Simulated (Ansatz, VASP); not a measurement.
## Cu3Pt: VASP beside Ansatz

File INCAR:

```
  PREC = Accurate
  ENCUT = 520
  EDIFF = 1E-6
  ISMEAR = -1
  SIGMA = 0.05
  LREAL = False
  LASPH = True
  NELM = 60
  ALGO = Normal
  ISIF = 2
  LWAVE = False
  LCHARG = True
  GGA = CA
  LELF = True
  LVHAR = True
  NBANDS = 30
```

The input KPOINTS:

```
Automatic mesh
0
Gamma
  9 9 9
```

POSCAR

```
Cu3Pt
1.0
    3.6342644633      0.0000000000      0.0000000000
    0.0000000000      3.6342644633      0.0000000000
    0.0000000000      0.0000000000      3.6342644633
Cu Pt
3 1
Direct
    0.0000000000      0.5000000000      0.5000000000
    0.5000000000      0.0000000000      0.5000000000
    0.5000000000      0.5000000000      0.0000000000
    0.0000000000      0.0000000000      0.0000000000
```

Input for Ansatz:

```yaml
crystal:
  lattice:
    - [3.6342644633, 0.0, 0.0]
    - [0.0, 3.6342644633, 0.0]
    - [0.0, 0.0, 3.6342644633]
  atoms:
    - { symbol: Cu, position: [0.0, 0.5, 0.5] }
    - { symbol: Cu, position: [0.5, 0.0, 0.5] }
    - { symbol: Cu, position: [0.5, 0.5, 0.0] }
    - { symbol: Pt, position: [0.0, 0.0, 0.0] }
kpoints:
  mp_grid: { grid: [9, 9, 9] }
  band_path:
    path:
      - [0.0, 0.0, 0.0]
      - [0.0, 0.5, 0.0]
      - [0.5, 0.5, 0.0]
      - [0.0, 0.0, 0.0]
      - [0.5, 0.5, 0.5]
      - [0.0, 0.5, 0.0]
      - [0.5, 0.5, 0.5]
      - [0.5, 0.5, 0.0]
    npoints: 5
scf:
  occupations: { method: fermi_dirac, width: 0.05 }
hamiltonian:
  xc: lda
  pseudopotentials: { kind: all_electron, lapw: { basis_error: 0.001 } }
output:
  forces: true
  stress: true
  eigenvalues: true
```

Change from the starting cell: volume scaled by 0.94.

Alike in both runs: task single point; functional LDA; k mesh 9 × 9 × 9; occupations fermi-dirac, width 0.05 eV; no spin polarisation.

|  | VASP | Ansatz |
| --- | --- | --- |
| version | VASP 6.6.1 | Ansatz 0.2.0 |
| potentials or method | VASP PAW LDA potentials, release 64 (Cu, Pt), cutoff 520 eV | all-electron LAPW, scalar-relativistic |

VASP gave:

| Item | Value |
| --- | --- |
| pressure (GPa) | 0.1 |

**Question.** Which values does Ansatz return?

**Answer.** Pressure (GPa): -0.8.

LDA's correlation is that of Perdew and Zunger in VASP and of Perdew and Wang (1992) in Ansatz. Ansatz ran all-electron here, and VASP with PAW potentials.

Spin-orbit coupling is off throughout.
